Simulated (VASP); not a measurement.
Crystal: AgCl.

```xyz
2
Lattice="0.0000 2.9340 2.9340 2.9340 0.0000 2.9340 2.9340 2.9340 0.0000" Properties=species:S:1:pos:R:3 pbc="T T T"
Ag    0.0000    0.0000    0.0000
Cl    2.9340    2.9340    2.9340
```

This cell differs from its parent crystal: strain +5.8%.

Base run:

| Property | Result |
| --- | --- |
| Program | VASP 6.6.1 |
| Functional | r2SCAN |
| Potentials or basis | VASP PAW PBE potentials, release 64 (Ag, Cl) |
| Cutoff | 520 eV |
| k mesh | 8 × 8 × 8 |
| Occupations | gaussian, width 0.01 eV |
| Spin | no spin polarisation |

Its results: band gap on the k mesh 1.49 eV, indirect (least direct gap 3.23 eV); pressure -5.6 GPa.

Question: The run is repeated on the same cell with these changes: functional from r2SCAN to PBE; occupations from gaussian, width 0.01 eV to fermi-dirac, width 0.02 eV. What comes out?

Answer: Band gap on the k mesh 1.00 eV, indirect (least direct gap 2.66 eV); pressure -4.0 GPa.

Caveats: the PAW data sets were made with another functional, which shifts forces and pressure a little (some runs).

A k mesh can miss the band edges.
